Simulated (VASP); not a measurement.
## MnNb3: single point with PBEsol

MnNb3:

```
CELL_PARAMETERS angstrom
3.99624 0.00000 0.00000
0.00000 3.99624 0.00000
0.00000 0.00000 3.99624
ATOMIC_POSITIONS crystal
Mn 0.00000 0.00000 0.00000
Nb 0.00000 0.50000 0.50000
Nb 0.50000 0.50000 0.00000
Nb 0.50000 0.00000 0.50000
```

This cell differs from its parent crystal: volume scaled by 0.960.

| Property | Result |
| --- | --- |
| Program | VASP 6.6.1 |
| Task | single point |
| Functional | PBEsol |
| Potentials or basis | VASP PAW PBE potentials, release 64 (Mn_pv, Nb_sv) |
| Cutoff | 520 eV |
| k mesh | 8 × 8 × 8 |
| Occupations | gaussian, width 0.05 eV |
| Spin | collinear spin, ferromagnetic start |
| Starting moments | [3.01, 0.0, 0.0, 0.0] μB |
| Dipole correction | no |
| Further INCAR settings | ALGO = Normal; EDIFF = 1e-06; NBANDS = 38 |

- Pressure: 6.2 GPa
- Net moment: 2.47 μB per cell
- Site moments: Mn +2.57; Nb -0.06 μB
- Valence electrons inside the program's atomic spheres: Mn 11.73; Nb 10.79

Levels at points of the mesh, in eV from the Fermi level:
Spin up:
```
           k point  band 25  band 26  band 27  band 28  band 29  band 30
(0.00, 0.00, 0.00)    -0.93     0.44     0.44     3.22     3.22     3.22
(0.50, 0.00, 0.00)    -1.55    -1.42     0.75     0.75     0.89     1.20
(0.50, 0.50, 0.00)    -1.38    -1.26    -1.26    -1.16     1.01     1.01
(0.50, 0.50, 0.50)    -0.04    -0.04    -0.04     1.09     1.09     1.09
```
Spin down:
```csv
k point,band 23,band 24,band 25,band 26,band 27,band 28
"(0.00, 0.00, 0.00)",0.17,0.17,0.17,2.20,2.20,3.84
"(0.50, 0.00, 0.00)",-1.44,-0.70,-0.70,0.62,0.87,1.53
"(0.50, 0.50, 0.00)",-1.21,-0.92,-0.78,-0.78,-0.37,0.94
"(0.50, 0.50, 0.50)",-0.04,-0.04,-0.04,0.19,0.19,1.30
```

Run time: 110 s on 1 thread of Intel(R) Xeon(R) 6975P-C (Granite Rapids) (shared host), peak memory 0.26 GiB.

Caveat: the PAW data sets were made with another functional, which shifts forces and pressure a little.
